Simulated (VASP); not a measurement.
# Al6N5 (a cell with a defect) in VASP: notebook

Runs on Al6N5 (a cell with a defect). Level: PBEsol. Tasks: single point.

Program: VASP 6.6.1. These are calculated values, not measurements. Logs are shortened: lines on timing, memory, paths and dates and some standing lists are left out, and cuts for length are marked.

## Step 1: The cell of the first run

The cell holds a defect, 11 atoms: a = 5.295 Å, b = 5.295 Å, c = 5.295 Å, α = 65.36°, β = 65.36°, γ = 65.36°.

## Step 2: Single point, PBEsol

INCAR reads:

```
SYSTEM = Al6N5
PREC = Accurate ; ENCUT = 520
EDIFF = 1E-6 ; ISMEAR = 0
SIGMA = 0.05 ; LREAL = .False.
LASPH = .True. ; NELM = 80
ALGO = Normal ; ISIF = 2
LWAVE = .False. ; LCHARG = .False.
GGA = PS ; NELECT = 40.0
NBANDS = 32
```

KPOINTS reads:

```
Automatic mesh
0
Gamma
  6 6 6
  0 0 0
```

POSCAR reads:

```
Al6N5
1.0
   -3.3014697842      0.0000000000      4.1398709024
    1.6507348921     -2.8591567030      4.1398709024
    1.6507348921      2.8591567030      4.1398709024
Al N
6 5
Direct
    0.2500000000      0.9166666667      0.5833333333
    0.5833333333      0.2500000000      0.9166666667
    0.9166666667      0.5833333333      0.2500000000
    0.7500000000      0.0833333333      0.4166666667
    0.0833333333      0.4166666667      0.7500000000
    0.4166666667      0.7500000000      0.0833333333
    0.4166666667      0.0833333333      0.7500000000
    0.7500000000      0.4166666667      0.0833333333
    0.8846092883      0.2629675252      0.5737884067
    0.2500000000      0.5833333333      0.9166666667
    0.5833333333      0.9166666667      0.2500000000
```

Potentials or basis: VASP PAW PBE potentials, release 64 (Al, N).

Started as:

```
> cat potpaw_PBE.64/Al/POTCAR potpaw_PBE.64/N/POTCAR > POTCAR
> mpirun -np 1 vasp_std > vasp.out
```

OUTCAR:

```text
SYSTEM = Al6N5
   PREC = Accurate
   ENCUT = 520
   EDIFF = 1E-6
   ISMEAR = 0
   LREAL = .False.
   LASPH = .True.
   NELM = 80
   ISIF = 2
   GGA = PS
   NELECT = 40.0

 ion  position               nearest neighbor table
   1  0.250  0.917  0.583-  11 1.91  10 1.91   9 2.04   7 2.07   4 2.81   4 2.81   5 2.81   6 2.81
                             5 2.81   6 2.81   2 3.30   3 3.30   2 3.30   3 3.30   2 3.30   3 3.30
   2  0.583  0.250  0.917-   9 1.85  10 1.91  11 1.91   8 2.07   7 2.07   6 2.81   6 2.81   4 2.81
                             5 2.81   5 2.81   4 2.81   3 3.30   1 3.30   1 3.30   3 3.30   1 3.30
   3  0.917  0.583  0.250-   9 1.85  10 1.91  11 1.91   8 2.07   5 2.81   5 2.81   4 2.81   6 2.81
                             6 2.81   4 2.81   2 3.30   1 3.30   1 3.30   1 3.30   2 3.30   2 3.30
   4  0.750  0.083  0.417-   7 1.91   8 1.91   9 1.96  11 2.07   1 2.81   1 2.81   3 2.81   2 2.81
                             3 2.81   2 2.81   5 3.30   6 3.30   6 3.30   5 3.30   6 3.30   5 3.30
   5  0.083  0.417  0.750-   8 1.91   7 1.91  10 2.07   9 2.19   3 2.81   3 2.81   1 2.81   2 2.81
                             2 2.81   1 2.81   6 3.30   4 3.30   4 3.30   6 3.30   6 3.30   4 3.30
   6  0.417  0.750  0.083-   8 1.91   7 1.91  10 2.07  11 2.07   2 2.81   2 2.81   3 2.81   1 2.81
                             3 2.81   1 2.81   5 3.30   4 3.30   4 3.30   4 3.30   5 3.30   5 3.30
   7  0.417  0.083  0.750-   4 1.91   6 1.91   5 1.91   2 2.07   1 2.07
   8  0.750  0.417  0.083-   5 1.91   6 1.91   4 1.91   3 2.07   2 2.07
   9  0.885  0.263  0.574-   3 1.85   2 1.85   4 1.96   1 2.04   5 2.19
  10  0.250  0.583  0.917-   2 1.91   3 1.91   1 1.91   5 2.07   6 2.07
  11  0.583  0.917  0.250-   1 1.91   2 1.91   3 1.91   4 2.07   6 2.07

  LATTYP: Found a trigonal (rhomboedric) cell.
 ALAT       =     5.2951141465
 COS(alpha) =     0.4168835952

  Lattice vectors:

 A1 = (  -3.3014697842,   0.0000000000,   4.1398709024)
 A2 = (   1.6507348921,  -2.8591567030,   4.1398709024)
 A3 = (   1.6507348921,   2.8591567030,   4.1398709024)

Analysis of symmetry for initial positions (statically):
=====================================================================
 Subroutine PRICEL returns:
 Original cell was already a primitive cell.

 Routine SETGRP: Setting up the symmetry group for a
 trigonal (rhombohedral) supercell.

 Subroutine GETGRP returns: Found  1 space group operations
 (whereof  1 operations were pure point group operations)
 out of a pool of 12 trial point group operations.

The static configuration has the point symmetry C_1 .

Analysis of symmetry for dynamics (positions and initial velocities):
=====================================================================
 Subroutine PRICEL returns:
 Original cell was already a primitive cell.

 Routine SETGRP: Setting up the symmetry group for a
 trigonal (rhombohedral) supercell.

 Subroutine GETGRP returns: Found  1 space group operations
 (whereof  1 operations were pure point group operations)
 out of a pool of 12 trial point group operations.

The dynamic configuration has the point symmetry C_1 .

 Subroutine INISYM returns: Found  1 space group operations
 (whereof  1 operations are pure point group operations),
 and found     1 'primitive' translations

----------------------------------------------------------------------------------------

                                     Primitive cell

  volume of cell :     117.2339

  direct lattice vectors                    reciprocal lattice vectors
    -3.301469784  0.000000000  4.139870902    -0.201930264  0.000000000  0.080517809
     1.650734892 -2.859156703  4.139870902     0.100965132 -0.174876739  0.080517809
     1.650734892  2.859156703  4.139870902     0.100965132  0.174876739  0.080517809

  length of vectors
     5.295114147  5.295114147  5.295114147     0.217391235  0.217391235  0.217391235

  position of ions in fractional coordinates (direct lattice)
     0.250000000  0.916666667  0.583333333
     0.583333333  0.250000000  0.916666667
     0.916666667  0.583333333  0.250000000
     0.750000000  0.083333333  0.416666667
     0.083333333  0.416666667  0.750000000
     0.416666667  0.750000000  0.083333333
     0.416666667  0.083333333  0.750000000
     0.750000000  0.416666667  0.083333333
     0.884609288  0.262967525  0.573788407
     0.250000000  0.583333333  0.916666667
     0.583333333  0.916666667  0.250000000

  ion indices of the primitive-cell ions
   primitive index   ion index
                 1           1
                 2           2
                 3           3
                 4           4
                 5           5
                 6           6
                 7           7
                 8           8
                 9           9
                10          10
                11          11

----------------------------------------------------------------------------------------

 KPOINTS: Automatic mesh

Automatic generation of k-mesh.
 Grid dimensions read from file:
 generate k-points for:    6    6    6

 Generating k-lattice:

  Cartesian coordinates                     Fractional coordinates (reciprocal lattice)
    -0.033655044  0.000000000  0.013419635     0.166666667  0.000000000  0.000000000
     0.016827522 -0.029146123  0.013419635     0.000000000  0.166666667  0.000000000
     0.016827522  0.029146123  0.013419635     0.000000000  0.000000000  0.166666667

  Length of vectors
     0.036231873  0.036231873  0.036231873

  Shift w.r.t. Gamma in fractional coordinates (k-lattice)
     0.000000000  0.000000000  0.000000000

 Subroutine IBZKPT returns following result:
 ===========================================

 Found    112 irreducible k-points:

 Following reciprocal coordinates:
            Coordinates               Weight
  0.000000  0.000000  0.000000      1.000000
  0.166667 -0.000000 -0.000000      2.000000
 -0.000000  0.166667 -0.000000      2.000000
 -0.000000 -0.000000  0.166667      2.000000
  0.333333  0.000000  0.000000      2.000000
  0.000000  0.333333 -0.000000      2.000000
[... 16 lines left out ...]
 -0.166667  0.500000 -0.000000      2.000000
  0.166667 -0.000000  0.500000      2.000000
 [... further k-points ...]
   k-points           NKPTS =    112   k-points in BZ     NKDIM =    112   number of bands    NBANDS=     32
   number of dos      NEDOS =    301   number of ions     NIONS =     11
   total plane-waves  NPLWV =  64000
   dimension x,y,z NGX =    40 NGY =   40 NGZ =   40
   dimension x,y,z NGXF=    80 NGYF=   80 NGZF=   80
   ions per type =               6   5
   NGX,Y,Z   is equivalent  to a cutoff of  12.56, 12.56, 12.56 a.u.
   NGXF,Y,Z  is equivalent  to a cutoff of  25.12, 25.12, 25.12 a.u.
 SYSTEM =  Al6N5
   PREC   = accura    normal or accurate (medium, high low for compatibility)
   ISTART =      0    job   : 0-new  1-cont  2-samecut
   ICHARG =      2    charge: 1-file 2-atom 10-const
   ISPIN  =      1    spin polarized calculation?
   LNONCOLLINEAR =      F non collinear calculations
   LSORBIT =      F    spin-orbit coupling
   LASPH  =      T    aspherical Exc in radial PAW
   ENCUT  =  520.0 eV  38.22 Ry    6.18 a.u.   9.85  9.85  9.85*2*pi/ulx,y,z
   NELM   =     80;   NELMIN=  2; NELMDL= -5     # of ELM steps
   EDIFF  = 0.1E-05   stopping-criterion for ELM
   LREAL  =      F    real-space projection
   EDIFFG = 0.1E-04   stopping-criterion for IOM
   NSW    =      0    number of steps for IOM
   IBRION =     -1    ionic relax: 0-MD 1-quasi-New 2-CG
   NFREE  =      0    steps in history (QN), initial steepest desc. (CG)
   ISIF   =      2    stress and relaxation
   ISYM   =      2    0-nonsym 1-usesym 2-fastsym
   POTIM  = 0.5000    time-step for ionic-motion
   TEBEG  =    0.0;   TEEND  =   0.0 temperature during run
   PSTRESS=    0.0 pullay stress
   NELECT =      40.0000    total number of electrons
   NUPDOWN=      -1.0000    fix difference up-down
   EMIN   =  10.00;   EMAX   =-10.00  energy-range for DOS
   EFERMI =   0.00;   METHOD = LEGACY
   ISMEAR =     0;   SIGMA  =   0.05  broadening in eV -4-tet -1-fermi 0-gaus
   EFERMI_NEDOS =   21; number of points for ismear=-14 and -15
   IALGO  =     38    algorithm
   IMIX   =      4    mixing-type and parameters
     AMIX     =   0.40;   BMIX     =  1.00
     AMIX_MAG =   1.60;   BMIX_MAG =  1.00
  volume/ion in A,a.u.               =      10.66        71.92
  Fermi-wavevector in a.u.,A,eV,Ry     =   1.143959  2.161769 17.805152  1.308642
  Thomas-Fermi vector in A             =   2.280652
   LORBIT       =      0    0 simple, 1 ext, 2 COOP (PROOUT), +10 PAW based schemes
   GGA     = PS    functional components
   LHFCALC =     F    Hartree Fock is set to
   AEXX    =    0.0000 exact exchange contribution
   IVDW    =     0    specifies the selected vdW correction
   LEPSILON=     F    determine dielectric tensor
   LRPA    =     F    only Hartree local field effects (RPA)
 non-spin polarized calculation
 Gauss-broadening in eV      SIGMA  =   0.05
  energy-cutoff  :      520.00
  volume of cell :      117.23
 maximum number of plane-waves:      3199
   NGX = 19   NGY = 19   NGZ = 19

 number of electron      40.0000000 magnetization

 Free energy of the ion-electron system (eV)
  ---------------------------------------------------
  ext. energy  EPLUGINS =         0.00000000
  ---------------------------------------------------
  free energy    TOTEN  =      -102.27495343 eV

  energy without entropy =     -102.26991785  energy(sigma->0) =     -102.27243564

 E-fermi :   6.6236     XC(G=0): -10.7697

 val. band max:        6.6200512030   @ k =  -0.1667   0.3333  -0.0000
 cond. band min:       6.6303881104   @ k =   0.0000  -0.3333   0.1667
 fundamental gap:      0.0103369074
 Fermi energy:         6.6236133095

 k-point     1 :       0.0000    0.0000    0.0000
  band No.  band energies     occupation
      1      -8.9030      2.00000
      2      -6.7653      2.00000
      3      -6.7163      2.00000
      4      -6.3130      2.00000
      5      -5.7050      2.00000
      6       0.9706      2.00000
[... 24 lines left out ...]
     31      16.3085      0.00000
     32      16.4094      0.00000
[... 774 lines left out ...]
      2      -7.6941      2.00000
      3      -6.9279      2.00000
      4      -6.2019      2.00000
      5      -5.9587      2.00000
      6       0.5270      2.00000
[... 24 lines left out ...]
     31      15.9926      0.00000
     32      16.4442      0.00000

 [... further k-points ...]
[... 5 lines left out ...]
  --------------------------------------------------------------------------------------
  -------------------------------------------------------------------------------------
  Total      -32.0548076    -29.8298382    -33.2780711      1.5367554     -0.2538237      0.6532228
  in kB     -438.0769654   -407.6694262   -454.7946934     21.0020653     -3.4688817      8.9272678
  external PRESSURE =    -433.5136950 kB  Pullay stress =       0.0000000 kB

 VOLUME and BASIS-vectors are now :
 -----------------------------------------------------------------------------
  energy-cutoff  :      520.00
  volume of cell :      117.23
      direct lattice vectors                 reciprocal lattice vectors
    -3.301469784  0.000000000  4.139870902    -0.201930264  0.000000000  0.080517809
     1.650734892 -2.859156703  4.139870902     0.100965132 -0.174876739  0.080517809
     1.650734892  2.859156703  4.139870902     0.100965132  0.174876739  0.080517809

 POSITION                                       TOTAL-FORCE (eV/Angst)
 -----------------------------------------------------------------------------------
      1.65073     -0.95305      7.24477         0.539154     -0.297945      2.693410
      0.00000      1.90610      7.24477         0.550648      0.272069      0.021474
     -1.65073     -0.95305      7.24477         0.094910     -0.609459     -2.871072
     -1.65073      0.95305      5.17484         2.011243     -1.194088     -0.454551
      1.65073      0.95305      5.17484         0.130570      2.154124     -0.016839
     -0.00000     -1.90610      5.17484        -1.968453     -1.065037      0.018583
     -0.00000      1.90610      5.17484         0.467410     -0.011969     -0.384363
     -1.65073     -0.95305      5.17484        -0.183520     -0.322207     -0.623369
     -1.53925      0.88869      7.12623        -2.600631      0.799840      1.619903
      1.65073      0.95305      7.24477         0.851859     -0.409734      0.018443
      0.00000     -1.90610      7.24477         0.106811      0.684407     -0.021620
 -----------------------------------------------------------------------------------
    total drift:                                0.000105      0.000100     -0.000062

  FREE ENERGIE OF THE ION-ELECTRON SYSTEM (eV)
  ---------------------------------------------------
  free  energy   TOTEN  =      -102.2749534294 eV

  energy  without entropy=     -102.2699178452  energy(sigma->0) =     -102.27243564
```

Wall time 6.4 min (1 thread of Intel Xeon 6975P-C (Granite Rapids), shared host); peak memory 0.44 GiB.

Results:

- Free energy: -102.2750 eV
- Largest force: 3.167 eV/Å

Forces in eV/Å, atoms in the order of the input:
```
Al   0.539 -0.298  2.693
Al   0.551  0.272  0.021
Al   0.095 -0.609 -2.871
Al   2.011 -1.194 -0.455
Al   0.131  2.154 -0.017
Al  -1.968 -1.065  0.019
N    0.467 -0.012 -0.384
N   -0.184 -0.322 -0.623
N   -2.601  0.800  1.620
N    0.852 -0.410  0.018
N    0.107  0.684 -0.022
```

Caveat: the cell carries a net charge on a neutralising background, which shifts energy and pressure; the cell differs from its parent crystal (atoms taken out, atom 9 moved 0.000 of the way to it and -0.175 Å across, host rigid); the cell is charged against a uniform background, so pressure and absolute levels hang on convention; the PAW data sets were made with another functional, which shifts forces and pressure a little.

## Step 3: Single point, PBEsol

INCAR reads:

```
SYSTEM = Al6N5
  PREC = Accurate
  ENCUT = 520
  EDIFF = 1E-7
  ISMEAR = 0
  SIGMA = 0.05
  LREAL = .False.
  LASPH = .True.
  NELM = 80
  ALGO = Normal
  ISIF = 2
  LWAVE = .False.
  LCHARG = .False.
  GGA = PS
  NELECT = 40.0
  NBANDS = 32
```

KPOINTS is that of step 2.

POSCAR: that of step 2 with these lines changed.

```diff
@@ -16,3 +16,3 @@
     0.7500000000      0.4166666667      0.0833333333
-    0.8846092883      0.2629675252      0.5737884067
+    0.9262759550      0.1379675252      0.5321217401
     0.2500000000      0.5833333333      0.9166666667
```

Potentials or basis: VASP PAW PBE potentials, release 64 (Al, N).

Started as:

```
> cat potpaw_PBE.64/Al/POTCAR potpaw_PBE.64/N/POTCAR > POTCAR
> mpirun -np 1 vasp_std > vasp.out
```

It took 6.9 min on 1 thread of Intel Xeon 6975P-C (Granite Rapids), shared host; peak memory 0.43 GiB.

Results (log left out):

* Free energy: -98.7043 eV
* Largest force: 16.322 eV/Å

Forces on the atoms (eV/Å):
```
Al   -2.863   1.679   3.903
Al   -0.626   0.305  -0.710
Al   -0.583   0.307  -3.490
Al    4.988  -2.545 -15.300
Al   -0.069   2.388   1.479
Al   -1.939  -1.284   0.040
N     1.644  -0.269  -0.706
N    -0.448  -1.460  -1.489
N     0.061  -0.257  16.320
N     0.243  -0.159   0.074
N    -0.406   1.295  -0.121
```

Levels at points of the mesh, in eV from the Fermi level:
```
           k point  band 16  band 17  band 18  band 19  band 20  band 21  band 22  band 23  band 24  band 25
(0.00, 0.00, 0.00)    -1.91    -1.22    -0.87    -0.36     0.11     0.21     3.41     4.39     5.49     6.37
(0.50, 0.00, 0.00)    -1.77    -1.64    -0.94    -0.59    -0.23     0.09     2.99     4.39     5.02     6.13
(0.00, 0.50, 0.00)    -2.10    -1.38    -0.86    -0.64    -0.47     0.33     2.77     3.97     5.12     6.10
(0.00, 0.00, 0.50)    -1.67    -1.18    -1.02    -0.53    -0.17     0.17     3.11     4.26     4.75     6.09
(0.50, 0.50, 0.00)    -2.07    -1.60    -1.35    -0.46    -0.42     0.32     3.03     4.19     5.06     5.81
(0.50, 0.00, 0.50)    -1.71    -1.62    -0.90    -0.62    -0.15    -0.11     3.67     4.00     5.11     5.92
(0.00, 0.50, 0.50)    -2.09    -1.62    -1.14    -0.50    -0.13     0.50     2.78     4.23     4.52     5.43
(0.50, 0.50, 0.50)    -1.78    -1.70    -1.54    -1.21    -0.74     1.01     3.12     3.77     4.40     6.11
```

Caveat: the cell carries a net charge on a neutralising background, which shifts energy and pressure; the cell differs from its parent crystal (atoms taken out, atom 9 moved 0.250 of the way to it and -0.175 Å across, host rigid); the cell is charged against a uniform background, so pressure and absolute levels hang on convention; the PAW data sets were made with another functional, which shifts forces and pressure a little.

[end of part 1 of 2]
